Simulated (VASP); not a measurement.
The system is As3F.

```
As F
1.0
    -2.01700    2.01700    4.50551
     2.01700   -2.01700    4.50551
     2.01700    2.01700   -4.50551
As F
3 1
Direct
  0.50000 0.50000 0.00000
  0.25000 0.75000 0.50000
  0.75000 0.25000 0.50000
  0.00000 0.00000 0.00000
```

```yaml
Program: VASP 6.6.1
Task: relaxation of cell and atoms
Functional: PBE
Potentials_or_basis: VASP PAW PBE potentials, release 64 (As, F)
Cutoff: 600 eV
k_mesh: 6 × 6 × 6
Occupations: gaussian, width 0.1 eV
Spin: no spin polarisation
```

At the start: pressure -6.9 GPa; volume 18.33 Å³/atom.

Task: How do energy, volume and symmetry change on relaxing?

Result: Over 24 steps the energy falls by 82.8 meV/atom and the volume is 16.46 Å³/atom (-10.2 %); space group I4/mmm (No. 139, to 0.1 Å) before and after.

Step by step:
```
step  energy change (eV)  largest force (eV/Å)  pressure (GPa)  volume (Å³)
   1              0.0000                0.0000           -6.94        73.32
   2             -0.1761                0.0000            1.48        65.20
   3             -0.1794                0.0000            0.32        66.06
   4             -0.1909                0.0000            0.27        66.07
   5             -0.2149                0.0000            0.47        66.04
   6             -0.2422                0.0000            0.97        65.69
   7             -0.3028                0.0000            3.56        63.80
   8              1.6136                0.0000           35.48        54.65
   9             -0.3018                0.0000            3.81        63.61
  10             -0.2926                0.0000            4.40        63.21
  11             -0.2994                0.0000            3.84        63.52
  12             -0.3144                0.0000            2.39        64.42
  13             -0.3228                0.0000           -0.03        66.15
  14             -0.3240                0.0000            0.82        65.53
  15             -0.3244                0.0000            0.56        65.73
  16             -0.3244                0.0000            0.46        65.78
  17             -0.3247                0.0000            0.45        65.79
  18             -0.3252                0.0000            0.45        65.81
  19             -0.3259                0.0000            0.41        65.84
  20             -0.3277                0.0000            0.38        65.88
  21             -0.3292                0.0000            0.58        65.82
  22             -0.3306                0.0000            0.34        65.87
  23             -0.3311                0.0000            0.39        65.85
  24             -0.3312                0.0000            0.36        65.86
```

Final structure:
```xyz
4
Lattice="-2.2182 2.2182 3.3460 2.2182 -2.2182 3.3460 2.2182 2.2182 -3.3460" Properties=species:S:1:pos:R:3 pbc="T T T"
As    0.0000    0.0000    3.3460
As    2.2182    0.0000    1.6730
As    0.0000    2.2182    1.6730
F     0.0000    0.0000    0.0000
```
